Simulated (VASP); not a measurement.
## PdC18: single point with PBE+D3(BJ)

System: PdC18, a slab with vacuum.

```
CELL_PARAMETERS angstrom
7.39800 0.00000 0.00000
-3.69900 6.40686 0.00000
0.00000 0.00000 12.00000
ATOMIC_POSITIONS crystal
C 0.99670 0.99362 0.08979
C 0.22110 0.10619 0.08940
C 0.99830 0.33005 0.08279
C 0.21946 0.43911 0.07922
C 0.99750 0.66170 0.08049
C 0.21933 0.77207 0.08143
C 0.33182 0.99515 0.08484
C 0.55241 0.10502 0.08393
C 0.33148 0.33006 0.08275
C 0.55249 0.43856 0.08148
C 0.33103 0.66233 0.07946
C 0.55255 0.77207 0.08146
C 0.66308 0.99516 0.08495
C 0.88492 0.10620 0.08951
C 0.66422 0.32871 0.08299
C 0.88589 0.43855 0.08147
C 0.66394 0.66170 0.08052
C 0.88447 0.76911 0.08221
Pd 0.02652 0.05426 0.26131
```

```yaml
Program: VASP 6.6.1
Task: single point
Functional: PBE
Dispersion: D3(BJ)
Potentials_or_basis: VASP PAW PBE potentials, release 64 (C, Pd)
Cutoff: 520 eV
k_mesh: 2 × 2 × 1
Occupations: gaussian, width 0.02 eV
Spin: no spin polarisation
```

| Item | Value |
| --- | --- |
| Largest force | 0.025 eV/Å |
| Band gap on the k mesh | 0.18 eV |
| Dispersion energy per atom | -0.099 eV |

Forces in eV/Å, atoms in the order of the input:
```
C    0.007 -0.009 -0.022
C   -0.008  0.014  0.006
C    0.023  0.005 -0.007
C   -0.009 -0.001 -0.008
C    0.014 -0.003  0.004
C   -0.010 -0.003  0.001
C    0.007 -0.003 -0.001
C   -0.008 -0.001 -0.006
C   -0.002  0.001 -0.004
C   -0.004  0.004  0.000
C    0.007 -0.007  0.003
C   -0.008 -0.004  0.003
C    0.007 -0.006 -0.005
C   -0.005  0.012  0.011
C    0.008 -0.001  0.003
C   -0.010 -0.002  0.004
C    0.004 -0.003  0.000
C   -0.011 -0.002 -0.002
Pd  -0.002  0.008  0.020
```

Levels at points of the mesh, in eV from the valence-band top:
```csv
k point,band 38,band 39,band 40,band 41,band 42,band 43,band 44,band 45
"(0.00, 0.00, 0.00)",-1.50,-1.49,-0.06,0.00,0.18,0.20,0.88,3.42
"(0.50, 0.00, 0.00)",-1.55,-1.42,-1.26,-1.09,0.91,1.61,2.34,2.43
"(0.00, 0.50, 0.00)",-1.53,-1.51,-1.20,-1.11,0.95,1.67,2.39,2.45
"(0.50, 0.50, 0.00)",-1.55,-1.42,-1.26,-1.09,0.91,1.60,2.34,2.43
```

Run time: 4.3 min on 1 thread of Intel(R) Xeon(R) Platinum 8124M CPU @ 3.00GHz (Skylake/Cascade Lake), on a shared host, peak memory 0.59 GiB.

Caveat: the k points lie up to 0.49 Å⁻¹ apart; there is no dipole correction, which matters where the two faces differ.
